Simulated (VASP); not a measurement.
Runs of VASP 6.6.1 on Bi. The structure is that of space group Im-3m (No. 229), or close to it. The cells are those of the table. This isn't the form of Bi at room conditions, which is rhombohedral.

```tsv
task	level	potentials or basis	spin	cell	k mesh	cutoff (eV)	smearing	dipole correction	tolerance level	purpose	K density	gap on the mesh (eV)	pressure (GPa)	moment (μB)	relaxed volume (Å³/atom)
single point	LDA	VASP PAW LDA potentials, release 64 (Bi_d)	off	a = 3.289 Å, angles 109.5°, 1 atom	9 × 9 × 9	500	methfessel-paxton 0.05 eV	no	-	-	-	none	4.8	-	-
single point	PBEsol	VASP PAW PBE potentials, release 64 (Bi_d)	non-collinear, zero start, SOC	a = 3.432 Å, angles 109.5°, 1 atom	7 × 7 × 7	520	fermi-dirac 0.05 eV	no	-	-	-	-	-0.4	0.00	-
single point	r2SCAN+D3(BJ)	VASP PAW PBE potentials, release 64 (Bi_d)	off	a = 3.386 Å, angles 109.5°, 1 atom	9 × 9 × 9	520	fermi-dirac 0.05 eV	no	-	-	-	none	1.2	-	-
single point	PBE	VASP PAW PBE potentials, release 64 (Bi_d)	off	a = 3.432 Å, angles 109.5°, 1 atom	29 × 29 × 29	490	tetrahedron 0.1 eV	-	tight	density of states	11 × 11 × 11	none	-	-	-
single point	b88 exchange, pbe correlation	VASP PAW PBE potentials, release 64 (Bi_d)	off	a = 3.447 Å, angles 109.5°, 1 atom	9 × 9 × 9	500	fermi-dirac 0.05 eV	no	-	-	-	none	(b)	-	-
single point	b88 exchange, pbe correlation	VASP PAW PBE potentials, release 64 (Bi_d)	off	a = 3.455 Å, angles 109.5°, 1 atom	9 × 9 × 9	500	fermi-dirac 0.05 eV	no	-	-	-	none	-0.4	-	-
single point	PBEsol	VASP PAW PBE potentials, release 64 (Bi_d)	off	a = 3.432 Å, angles 109.5°, 1 atom	7 × 7 × 7	520	fermi-dirac 0.05 eV	no	-	-	-	none	-1.0	-	-
relaxation of cell and atoms	b88 exchange, pbe correlation	VASP PAW PBE potentials, release 64 (Bi_d)	off	relaxed from a = 3.432 Å, angles 109.5°, 1 atom	9 × 9 × 9	500	fermi-dirac 0.05 eV	no	-	-	-	none	0.0	-	31.49
relaxation of cell and atoms	BLYP+D4	VASP PAW PBE potentials, release 64 (Bi_d)	off	relaxed from a = 3.432 Å, angles 109.5°, 1 atom	9 × 9 × 9	500	fermi-dirac 0.05 eV	no	-	-	-	none	0.0	-	(a)
single point	RPBE	VASP PAW PBE potentials, release 64 (Bi_d)	off	a = 3.443 Å, angles 109.7, 109.7, 108.9°, 1 atom	18 × 18 × 18	640	methfessel-paxton 0.05 eV	-	standard	stress	-	none	1.8	-	-
single point	PBE+D3(BJ)	VASP PAW PBE potentials, release 64 (Bi_d)	non-collinear, zero start, SOC	a = 3.432 Å, angles 109.5°, 1 atom	9 × 9 × 9	500	methfessel-paxton 0.1 eV	no	-	-	-	-	-0.4	0.00	-
```

Fill in the values left out.

(a) 31.26; (b) -0.1.

Caveats: spin-orbit coupling is left out, which moves the levels of the heavy elements (at least some runs); the PAW data sets were made with another functional, which shifts forces and pressure a little (at least some runs); the cell stands under pressure (at least some runs); tetrahedron occupations give inexact forces and stress in metals (at least some runs).

A k mesh can miss the band edges, and rows without SOC leave out spin-orbit coupling on Bi.

A gap of «none» marks levels without a gap at the run's occupations.
